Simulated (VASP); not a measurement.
# SnO2 (R-3m) in VASP: vibrations by perturbation theory with LDA

Aim: the vibrations by perturbation theory of SnO2 with LDA.

Everything below comes from runs of VASP 6.6.1. Logs are shortened: lines on timing, memory, paths and dates and some standing lists are left out, and cuts for length are marked.

### Step 1. The cell of the first run

It takes space group R-3m (No. 166, trigonal). Conventional cell: a = 3.234 Å, b = 3.234 Å, c = 14.402 Å, α = 90.00°, β = 90.00°, γ = 120.00°. Within 2.8 Å of Sn (site symmetry -3m) lie 6 O at 2.13 Å. Within 2.8 Å of O (site symmetry 3m) lie 3 Sn at 2.13 Å and 3 O at 2.76 Å.

### Step 2. Vibrations by perturbation theory, LDA

Contents of INCAR:

```
PREC = Accurate
ENCUT = 520
EDIFF = 1E-8
ISMEAR = 0
SIGMA = 0.01
LREAL = False
LASPH = True
NELM = 60
ALGO = Normal
ISIF = 2
LWAVE = False
LCHARG = False
IBRION = 8
NSW = 1
LEPSILON = True
```

Contents of KPOINTS:

```
regular mesh
0
Gamma
  7 7 7
```

Contents of POSCAR:

```
SnO2
1.0
    1.6170930752      0.9336291223      4.8005925840
   -1.6170930752      0.9336291223      4.8005925840
    0.0000000000     -1.8672582446      4.8005925840
Sn O
1 2
Direct
    0.5000000000      0.5000000000      0.5000000000
    0.7628300000      0.7628300000      0.7628300000
    0.2371700000      0.2371700000      0.2371700000
```

Potentials or basis: VASP PAW LDA potentials, release 64 (Sn_d, O).

Run with:

```console
$ cat potpaw_LDA.64/Sn_d/POTCAR potpaw_LDA.64/O/POTCAR > POTCAR
$ mpirun -np 1 vasp_std > vasp.out
```

OUTCAR:

```text
PREC = Accurate
   ENCUT = 520
   EDIFF = 1E-8
   ISMEAR = 0
   LREAL = False
   LASPH = True
   NELM = 60
   ISIF = 2
   IBRION = 8
   NSW = 1
   LEPSILON = True

 ion  position               nearest neighbor table
   1  0.500  0.500  0.500-   3 2.13   3 2.13   2 2.13   2 2.13   3 2.13   2 2.13
   2  0.763  0.763  0.763-   1 2.13   1 2.13   1 2.13
   3  0.237  0.237  0.237-   1 2.13   1 2.13   1 2.13

  LATTYP: Found a trigonal (rhomboedric) cell.
 ALAT       =     5.1509554948
 COS(alpha) =     0.8028828391

  Lattice vectors:

 A1 = (   1.6170930752,   0.9336291223,   4.8005925840)
 A2 = (  -1.6170930752,   0.9336291223,   4.8005925840)
 A3 = (   0.0000000000,  -1.8672582446,   4.8005925840)

Analysis of symmetry for initial positions (statically):
=====================================================================
 Subroutine PRICEL returns:
 Original cell was already a primitive cell.

 Routine SETGRP: Setting up the symmetry group for a
 trigonal (rhombohedral) supercell.

 Subroutine GETGRP returns: Found 12 space group operations
 (whereof 12 operations were pure point group operations)
 out of a pool of 12 trial point group operations.

The static configuration has the point symmetry D_3d.

Analysis of symmetry for dynamics (positions and initial velocities):
=====================================================================
 Subroutine PRICEL returns:
 Original cell was already a primitive cell.

 Routine SETGRP: Setting up the symmetry group for a
 trigonal (rhombohedral) supercell.

 Subroutine GETGRP returns: Found 12 space group operations
 (whereof 12 operations were pure point group operations)
 out of a pool of 12 trial point group operations.

The dynamic configuration has the point symmetry D_3d.
[... 742 lines left out ...]
  --------------------------------------------------------------------------------
  x     0.00000     0.00000     0.00000     0.00000     0.00000     0.00000
  y     0.00000     0.00000     0.00000     0.00000     0.00000     0.00000
  z     0.00000     0.00000     0.00000     0.00000     0.00000     0.00000

 PIEZOELECTRIC TENSOR (including local field effects)  for field in x, y, z        (C/m^2)
          XX          YY          ZZ          XY          YZ          ZX
  --------------------------------------------------------------------------------
  x     0.00000     0.00000     0.00000     0.00000     0.00000     0.00000
  y     0.00000     0.00000     0.00000     0.00000     0.00000     0.00000
  z     0.00000     0.00000     0.00000     0.00000     0.00000     0.00000

 BORN EFFECTIVE CHARGES (including local field effects) (in |e|, cummulative output)
 ---------------------------------------------------------------------------------
 ion    1
    1     4.45216     0.00000     0.00000
    2     0.00000     4.45216     0.00000
    3     0.00000    -0.00000     1.96047
 ion    2
    1    -2.22608     0.00000     0.00000
    2     0.00000    -2.22608     0.00000
    3     0.00000     0.00000    -0.98023
 ion    3
    1    -2.22608     0.00000     0.00000
    2     0.00000    -2.22608     0.00000
    3     0.00000     0.00000    -0.98023

 INTERNAL STRAIN TENSOR FOR ION    3 for displacements in x,y,z  (eV/Angst):
          X           Y           Z          XY          YZ          ZX
  --------------------------------------------------------------------------------
  x     0.00000    -0.00000     0.00000     0.20016     0.00000   -10.05444
  y     0.20016    -0.20016     0.00000     0.00000   -10.14394    -0.00000
  z    -8.38938    -8.38938   -13.41401     0.00000     0.00000     0.00000

 SECOND DERIVATIVES (NOT SYMMETRIZED)
 ------------------------------------
               1X          1Y          1Z          2X          2Y          2Z          3X          3Y          3Z
  1X   -12.326527    0.000000    0.000000    6.163263    0.000000    0.000000    6.163263    0.000000    0.000000
  1Y     0.000000  -12.326527    0.000000    0.000000    6.163263   -0.000000    0.000000    6.163263   -0.000000
  1Z     0.000000    0.000000  -18.736343    0.000000    0.000000    9.368171    0.000000    0.000000    9.368171
  2X     6.158387    0.000000    0.000000   -8.181087   -0.000000    0.000000    2.022700    0.000000    0.000000
  2Y     0.000000    6.158387    0.000000   -0.000000   -8.181087    0.000000    0.000000    2.022700    0.000000
  2Z     0.000000    0.000000    9.347527    0.000000    0.000000  -11.020274    0.000000   -0.000000    1.672746
  3X     6.158387    0.000000    0.000000    2.022700    0.000000    0.000000   -8.181087   -0.000000    0.000000
  3Y     0.000000    6.158387    0.000000    0.000000    2.022700    0.000000   -0.000000   -8.181087    0.000000
  3Z     0.000000    0.000000    9.347527    0.000000   -0.000000    1.672746    0.000000    0.000000  -11.020274

 Eigenvectors and eigenvalues of the dynamical matrix
 ----------------------------------------------------

   1 f  =   13.924295 THz    87.488926 2PiTHz  464.464489 cm-1    57.586231 meV
             X         Y         Z           dx          dy          dz
      0.000000  0.000000  7.200889    -0.000000    0.000000    0.000000
      0.000000  0.000000 10.986108    -0.000000    0.000000   -0.707107
      0.000000  0.000000  3.415670     0.000000   -0.000000    0.707107
[... 43 lines left out ...]
   9 f/i=    0.006079 THz     0.038193 2PiTHz    0.202763 cm-1     0.025139 meV
             X         Y         Z           dx          dy          dz
      0.000000  0.000000  7.200889     0.000000    0.000000   -0.887301
      0.000000  0.000000 10.986108     0.000000    0.000000   -0.326112
      0.000000  0.000000  3.415670     0.000000    0.000000   -0.326112

--------------------------------------------------------------------------------------------------------

 MACROSCOPIC STATIC DIELECTRIC TENSOR IONIC CONTRIBUTION
 ------------------------------------------------------
           6.693062     0.000000     0.000000
           0.000000     6.693062     0.000000
           0.000000     0.000000     0.854210
 ------------------------------------------------------

 ELASTIC MODULI CONTR FROM IONIC RELAXATION (kBar)
 Direction    XX          YY          ZZ          XY          YZ          ZX
 --------------------------------------------------------------------------------
 XX        -408.8720   -408.2934   -653.2941     -0.0000     14.6622      0.0000
 YY        -408.2934   -408.8720   -653.2941     -0.0000    -14.6622      0.0000
 ZZ        -653.2941   -653.2941  -1044.5699     -0.0000      0.0000      0.0000
 XY          -0.0000     -0.0000     -0.0000     -0.2893      0.0000     14.5328
 YZ          14.6622    -14.6622      0.0000      0.0000   -743.0827     -0.0000
 ZX           0.0000      0.0000      0.0000     14.5328     -0.0000   -730.0275
 --------------------------------------------------------------------------------

 PIEZOELECTRIC TENSOR IONIC CONTR  for field in x, y, z        (C/m^2)
          XX          YY          ZZ          XY          YZ          ZX
  --------------------------------------------------------------------------------
  x    -0.00000    -0.00000    -0.00000     0.00000     0.00000    -0.00000
  y    -0.00000    -0.00000    -0.00000     0.00000    -0.00000    -0.00000
  z    -0.00000     0.00000     0.00000    -0.00000    -0.00000     0.00000
```

stdout:

```text
POSCAR found type information on POSCAR SnO
 POSCAR found :  2 types and       3 ions
 scaLAPACK will be used
 LDA part: xc-table for (Slater(with rela. corr.)+CA(PZ))
 , standard interpolation
 POSCAR, INCAR and KPOINTS ok, starting setup
 FFT: planning ... GRIDC
 FFT: planning ... GRID_SOFT
 FFT: planning ... GRID
[... 33 lines left out ...]
 first order change of Fermi-energy   0.98808E-03
 force on displaced ion       1 direction 3 :   0.000  -0.000 -18.736
 Born effective charge ion    1 direction 3 :   0.000   0.000   1.960
 Linear response progress:
 first order change of Fermi-energy  -0.42097E-01
 force on displaced ion       2 direction 1 :  -8.184  -0.006   0.000
 Born effective charge ion    2 direction 1 :  -2.229   0.001   0.000
 Linear response progress:
 first order change of Fermi-energy   0.40172E+00
 force on displaced ion       2 direction 3 :   0.000   0.000 -11.020
 Born effective charge ion    2 direction 3 :   0.000   0.000  -0.981
 Born effective charges drift removed
 Linear response finished
```

Run time: 57 min. Hardware: 1 thread of Intel Xeon 8259CL, shared host; peak memory 0.48 GiB.

What came out:

```
Electronic dielectric tensor (diagonal)                 : 4.53, 4.53, 2.87
Born charges (mean of the diagonal)                     : Sn +3.62; O -1.81 e
Highest phonon frequency at Γ, LO-TO splitting left out : 464 cm⁻¹
```

Phonon frequencies in cm⁻¹ (negative: imaginary):
```csv
q point,frequencies
"(0.000, 0.000, 0.000)",0 0 0 365 365 416 416 449 464
```

Electronic dielectric tensor:
```
4.53 0.00 0.00
0.00 4.53 0.00
0.00 0.00 2.87
```

Born effective charge tensors (e):
atom 1, Sn
```
4.45 0.00 0.00
0.00 4.45 0.00
0.00 0.00 1.96
```
atom 2, O
```
-2.23  0.00  0.00
 0.00 -2.23  0.00
 0.00  0.00 -0.98
```
atom 3, O
```
-2.23  0.00  0.00
 0.00 -2.23  0.00
 0.00  0.00 -0.98
```

Caveat: the cell stands under pressure or tension, which shifts response properties; spin-orbit coupling is left out, which moves the levels of the heavy elements.
